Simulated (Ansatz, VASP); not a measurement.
**Ni in VASP and in Ansatz**

```
Ni
1.0
     2.44802    0.00408    0.00000
    -1.22048    2.11801    0.00000
     0.00000    0.00000    4.07281
Ni
2
Direct
  0.33333 0.66667 0.25000
  0.66667 0.33333 0.75000
```

Alike in both runs: task single point; functional PBEsol; k mesh 16 × 16 × 9; occupations fermi-dirac, width 0.1 eV; collinear spin.

```csv
,VASP,Ansatz
version,VASP 6.6.1,Ansatz 0.2.0
potentials or method,"VASP PAW PBE potentials, release 64 (Ni), cutoff 520 eV","plane waves, PAW"
valence electrons in the cell,20,36
```

Ansatz gave:

| Quantity | Value |
| --- | --- |
| net moment per atom (μB) | 0.62 |
| size of the moment on the site where the two differ most (μB) | 0.65 |

Task: Estimate VASP's values.

Result: net moment per atom (μB): 0.60; size of the moment on the site where the two differ most (μB): 0.61.

VASP's potentials were made for PBE, not for PBEsol. Site moments also hang on the region over which each program counts them. VASP's potentials hold 20 valence electrons a cell and Ansatz's 36, so a difference there can come from the potentials and not from the codes.
